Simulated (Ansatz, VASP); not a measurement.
Two plane-wave programs on ZrH5

```
Zr H
1.0
     1.72944   -2.82749    0.00532
     1.72944    2.82749    0.00532
    -0.03491    0.00000    4.13169
Zr H
1 5
Direct
  0.66249 0.66249 0.43467
  0.31343 0.98917 0.25456
  0.98917 0.31343 0.25456
  0.65139 0.65139 0.94730
  0.06664 0.23597 0.71760
  0.23597 0.06664 0.71760
```

Alike in both runs: functional PBE; k mesh 10 × 10 × 8; occupations gaussian, width 0.1 eV; no spin polarisation.

Ansatz relaxed the structure, and its values are those at the end. VASP's run is a single point on that final structure, the one shown.

|  | VASP | Ansatz |
| --- | --- | --- |
| version | VASP 6.6.1 | Ansatz 0.2.0 |
| potentials or method | VASP PAW PBE potentials, release 64 (Zr_sv, H), cutoff 520 eV | scalar-relativistic, plane waves, PAW |
| valence electrons in the cell | 17 | 17 |

```tsv
	VASP	Ansatz	Ansatz less VASP
gap on the k mesh at the Fermi level (eV)	none	none	-
pressure (GPa)	-0.1	0.0	+0.12
```

A gap of «none» marks a metal or a gap that the smearing closes.
